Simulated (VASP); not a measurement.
Here is a VASP 6.6.1 calculation.

INCAR

```
  PREC = Accurate
  ENCUT = 520
  EDIFF = 1E-6
  ISMEAR = -1
  SIGMA = 0.02
  LREAL = False
  LASPH = True
  NELM = 80
  ALGO = Normal
  ISIF = 2
  LWAVE = False
  LCHARG = False
  GGA = PE
  IVDW = 12
  NBANDS = 50
```

Contents of KPOINTS:

```
Automatic mesh
0
Gamma
  6 6 2
```

The input POSCAR:

```
SnO
1.0
    2.7091069993     -2.7096903793      0.0000000000
    2.7091069993      2.7096903793      0.0000000000
    0.0000000000      0.0000000000      9.5154374309
Sn O
4 4
Direct
    0.0000030604     -0.0000030604      0.0006119524
   -0.0000030604      0.0000030604      0.5006119524
    0.4999994798      0.5000005202      0.2563898471
    0.5000005202      0.4999994798      0.7563898471
    0.9999948852      0.5000127483      0.3784991003
    0.0000051148      0.4999872517      0.8784991003
    0.4999872517      0.0000051148      0.3784991003
    0.5000127483      0.9999948852      0.8784991003
```

Potentials or basis: VASP PAW PBE potentials, release 64 (Sn_d, O).

Launch:

```sh
$ cat potpaw_PBE.64/Sn_d/POTCAR potpaw_PBE.64/O/POTCAR > POTCAR
$ mpirun -np 1 vasp_std > vasp.out
```

(1) Predict the largest force.

(2) Estimate the band gap on the k mesh.

(3) Predict the pressure.

(4) What does it give for the dispersion energy per atom?

## Answers

(1) 0.075 eV/Å.

(2) zero (band 40 reaches 7.14 eV, above the bottom of band 41 at 7.11 eV).

(3) 0.2 GPa.

(4) -0.236 eV.

Caveat: spin-orbit coupling is left out, which moves the levels of the heavy elements; pairwise dispersion overbinds metals, which lowers pressure and volume.
